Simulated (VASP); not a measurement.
# Mo (P6_3/mmc) in VASP: single point with PBEsol

Aim: the single point of Mo with PBEsol.

All numbers are computed with VASP 6.6.1; they aren't measurements. Logs are shortened: lines on timing, memory, paths and dates and some standing lists are left out, and cuts for length are marked.

**1. The cell of the first run**

It takes space group P6_3/mmc (No. 194, hexagonal). Conventional cell: a = 2.730 Å, b = 2.730 Å, c = 4.839 Å, α = 90.00°, β = 90.00°, γ = 120.00°. Within 3.6 Å of Mo (site symmetry -6m2) lie 12 Mo at 2.73 to 2.89 Å.

**2. Single point, PBEsol**

Input file INCAR:

```
SYSTEM = Mo
PREC = Accurate
ENCUT = 500
EDIFF = 1E-6
ISMEAR = 0
SIGMA = 0.1
LREAL = .FALSE.
LASPH = .TRUE.
NELM = 120
ALGO = Normal
ISIF = 2
LWAVE = .FALSE.
LCHARG = .FALSE.
GGA = PS
NBANDS = 21
GGA_COMPAT = .FALSE.
```

Input file KPOINTS:

```
Automatic mesh
0
G
  6 6 4
  0 0 0
```

Input file POSCAR:

```
Mo
1.0
    2.7300990806      0.0000000000      0.0000000000
   -1.3650495403      2.3643351586      0.0000000000
    0.0000000000      0.0000000000      4.8392898823
Mo
2
Direct
    0.3333333333      0.6666666667      0.2500000000
    0.6666666667      0.3333333333      0.7500000000
```

Potentials or basis: VASP PAW PBE potentials, release 64 (Mo_sv).

Started as:

```bash
> cat potpaw_PBE.64/Mo_sv/POTCAR > POTCAR
> mpirun -np 1 vasp_std > vasp.out
```

OUTCAR:

```text
SYSTEM = Mo
   PREC = Accurate
   ENCUT = 500
   EDIFF = 1E-6
   ISMEAR = 0
   LREAL = .FALSE.
   LASPH = .TRUE.
   NELM = 120
   ISIF = 2
   GGA = PS

 ion  position               nearest neighbor table
   1  0.333  0.667  0.250-   2 2.89   2 2.89   2 2.89   2 2.89   2 2.89   2 2.89
   2  0.667  0.333  0.750-   1 2.89   1 2.89   1 2.89   1 2.89   1 2.89   1 2.89

  LATTYP: Found a hexagonal cell.
 ALAT       =     2.7300990806
 C/A-ratio  =     1.7725693242

  Lattice vectors:

 A1 = (   2.7300990806,   0.0000000000,   0.0000000000)
 A2 = (  -1.3650495403,   2.3643351586,   0.0000000000)
 A3 = (   0.0000000000,   0.0000000000,   4.8392898823)

Analysis of symmetry for initial positions (statically):
=====================================================================
 Subroutine PRICEL returns:
 Original cell was already a primitive cell.

 Routine SETGRP: Setting up the symmetry group for a
 hexagonal supercell.

 Subroutine GETGRP returns: Found 24 space group operations
 (whereof 12 operations were pure point group operations)
 out of a pool of 24 trial point group operations.

The static configuration has the point symmetry D_3d.
 The point group associated with its full space group is D_6h.

Analysis of symmetry for dynamics (positions and initial velocities):
=====================================================================
 Subroutine PRICEL returns:
 Original cell was already a primitive cell.

 Routine SETGRP: Setting up the symmetry group for a
 hexagonal supercell.

 Subroutine GETGRP returns: Found 24 space group operations
 (whereof 12 operations were pure point group operations)
 out of a pool of 24 trial point group operations.

The dynamic configuration has the point symmetry D_3d.
 The point group associated with its full space group is D_6h.

 Subroutine INISYM returns: Found 24 space group operations
 (whereof 12 operations are pure point group operations),
 and found     1 'primitive' translations

----------------------------------------------------------------------------------------

                                     Primitive cell

  volume of cell :      31.2370

  direct lattice vectors                    reciprocal lattice vectors
     2.730099081  0.000000000  0.000000000     0.366287073  0.211475940  0.000000000
    -1.365049540  2.364335159  0.000000000     0.000000000  0.422951880  0.000000000
     0.000000000  0.000000000  4.839289882     0.000000000  0.000000000  0.206641888
[... 77 lines left out ...]
   LASPH  =      T    aspherical Exc in radial PAW
   ENCUT  =  500.0 eV  36.75 Ry    6.06 a.u.   4.98  4.98  8.82*2*pi/ulx,y,z
   NELM   =    120;   NELMIN=  2; NELMDL= -5     # of ELM steps
   EDIFF  = 0.1E-05   stopping-criterion for ELM
   LREAL  =      F    real-space projection
   EDIFFG = 0.1E-04   stopping-criterion for IOM
   NSW    =      0    number of steps for IOM
   IBRION =     -1    ionic relax: 0-MD 1-quasi-New 2-CG
   NFREE  =      0    steps in history (QN), initial steepest desc. (CG)
   ISIF   =      2    stress and relaxation
   ISYM   =      2    0-nonsym 1-usesym 2-fastsym
   POTIM  = 0.5000    time-step for ionic-motion
   TEBEG  =    0.0;   TEEND  =   0.0 temperature during run
   PSTRESS=    0.0 pullay stress
   NELECT =      28.0000    total number of electrons
   NUPDOWN=      -1.0000    fix difference up-down
   EMIN   =  10.00;   EMAX   =-10.00  energy-range for DOS
   EFERMI =   0.00;   METHOD = LEGACY
   ISMEAR =     0;   SIGMA  =   0.10  broadening in eV -4-tet -1-fermi 0-gaus
   EFERMI_NEDOS =   21; number of points for ismear=-14 and -15
   IALGO  =     38    algorithm
   IMIX   =      4    mixing-type and parameters
     AMIX     =   0.40;   BMIX     =  1.00
     AMIX_MAG =   1.60;   BMIX_MAG =  1.00
  volume/ion in A,a.u.               =      15.62       105.40
  Fermi-wavevector in a.u.,A,eV,Ry     =   1.578475  2.982886 33.900066  2.491585
  Thomas-Fermi vector in A             =   2.679001
   LORBIT       =      0    0 simple, 1 ext, 2 COOP (PROOUT), +10 PAW based schemes
   GGA     = PS    functional components
   LHFCALC =     F    Hartree Fock is set to
   AEXX    =    0.0000 exact exchange contribution
   IVDW    =     0    specifies the selected vdW correction
   LEPSILON=     F    determine dielectric tensor
   LRPA    =     F    only Hartree local field effects (RPA)
 non-spin polarized calculation
 Gauss-broadening in eV      SIGMA  =   0.10
  energy-cutoff  :      500.00
  volume of cell :       31.24
 maximum number of plane-waves:       825
 NGX is ok and might be reduce to    20
   NGX =  9   NGY =  9   NGZ = 17

 number of electron      27.9999999 magnetization

 Free energy of the ion-electron system (eV)
  ---------------------------------------------------
  ext. energy  EPLUGINS =         0.00000000
  ---------------------------------------------------
  free energy    TOTEN  =       -22.62746102 eV

  energy without entropy =      -22.61355001  energy(sigma->0) =      -22.62050552

 E-fermi :  12.2300     XC(G=0): -13.5131

 val. band max:       12.2192168694   @ k =   0.5000   0.0000   0.2500
 cond. band min:      12.2608862690   @ k =   0.1667   0.0000   0.2500
 fundamental gap:      0.0416693997
 Fermi energy:        12.2299712833

 k-point     1 :       0.0000    0.0000    0.0000
  band No.  band energies     occupation
      1     -48.5953      2.00000
      2     -48.4157      2.00000
      3     -23.2118      2.00000
      4     -22.0402      2.00000
      5     -21.9210      2.00000
      6     -21.9210      2.00000
[... 493 lines left out ...]
     20      21.8844      0.00000
     21      23.9969      0.00000

------------------------ aborting loop because EDIFF is reached ----------------------------------------

  FORCE on cell =-STRESS in cart. coord.  units (eV):
  Direction    XX          YY          ZZ          XY          YZ          ZX
  --------------------------------------------------------------------------------------
  -------------------------------------------------------------------------------------
  Total        0.0986034      0.0986034      0.0947484     -0.0000000      0.0000000      0.0000000
  in kB        5.0574715      5.0574715      4.8597439     -0.0000000      0.0000000      0.0000000
  external PRESSURE =       4.9915623 kB  Pullay stress =       0.0000000 kB

 VOLUME and BASIS-vectors are now :
 -----------------------------------------------------------------------------
  energy-cutoff  :      500.00
  volume of cell :       31.24
      direct lattice vectors                 reciprocal lattice vectors
     2.730099081  0.000000000  0.000000000     0.366287073  0.211475940  0.000000000
    -1.365049540  2.364335159  0.000000000     0.000000000  0.422951880  0.000000000
     0.000000000  0.000000000  4.839289882     0.000000000  0.000000000  0.206641888

 POSITION                                       TOTAL-FORCE (eV/Angst)
 -----------------------------------------------------------------------------------
     -0.00000      1.57622      1.20982        -0.000000      0.000000      0.000000
      1.36505      0.78811      3.62947         0.000000      0.000000      0.000000
 -----------------------------------------------------------------------------------
    total drift:                               -0.000000      0.000000     -0.000000

  FREE ENERGIE OF THE ION-ELECTRON SYSTEM (eV)
  ---------------------------------------------------
  free  energy   TOTEN  =       -22.6274610223 eV

  energy  without entropy=      -22.6135500110  energy(sigma->0) =      -22.62050552
```

OSZICAR:

```text
N       E                     dE             d eps       ncg     rms          rms(c)
DAV:   1     0.287755377668E+03    0.28776E+03   -0.17732E+04   890   0.137E+03
DAV:   2    -0.180775100196E+02   -0.30583E+03   -0.29828E+03  1008   0.437E+02
DAV:   3    -0.239808313040E+02   -0.59033E+01   -0.58331E+01   987   0.628E+01
DAV:   4    -0.240067987728E+02   -0.25967E-01   -0.25964E-01   942   0.449E+00
DAV:   5    -0.240070014602E+02   -0.20269E-03   -0.20269E-03  1002   0.364E-01    0.219E+01
DAV:   6    -0.227998397494E+02    0.12072E+01   -0.22341E+00   967   0.129E+01    0.598E+00
DAV:   7    -0.226392639795E+02    0.16058E+00   -0.40955E-01  1002   0.492E+00    0.108E+00
DAV:   8    -0.226274183556E+02    0.11846E-01   -0.11708E-02   937   0.907E-01    0.292E-01
DAV:   9    -0.226274459612E+02   -0.27606E-04   -0.30925E-04  1152   0.175E-01    0.107E-01
DAV:  10    -0.226274605690E+02   -0.14608E-04   -0.14164E-05   977   0.333E-02    0.230E-02
DAV:  11    -0.226274610223E+02   -0.45335E-06   -0.12803E-06   646   0.108E-02
   1 F= -.22627461E+02 E0= -.22620506E+02  d E =-.139110E-01
```

stdout:

```text
POSCAR found type information on POSCAR Mo
 POSCAR found :  1 types and       2 ions
 scaLAPACK will be used
 -----------------------------------------------------------------------------
|                                                                             |
|                                                                             |
|     You enforced a specific xc type in the INCAR file but a different       |
|     I HOPE YOU KNOW WHAT YOU ARE DOING!                                     |
|                                                                             |
 -----------------------------------------------------------------------------

 LDA part: xc-table for (Slater+PW92), standard interpolation
 POSCAR, INCAR and KPOINTS ok, starting setup
 FFT: planning ... GRIDC
 FFT: planning ... GRID_SOFT
 FFT: planning ... GRID
 WAVECAR not read
 entering main loop
```

Wall time 13 s (1 thread of AMD EPYC 7R13, shared host); peak memory 0.11 GiB.

What came out:

```yaml
Free_energy: -22.6275 eV
Pressure: 0.5 GPa
Band_gap_on_the_k_mesh: zero (band 14 reaches 13.43 eV, above the bottom of band 15 at 11.49 eV)
```

Caveat: the k points lie up to 0.44 Å⁻¹ apart; the PAW data sets were made with another functional, which shifts forces and pressure a little.
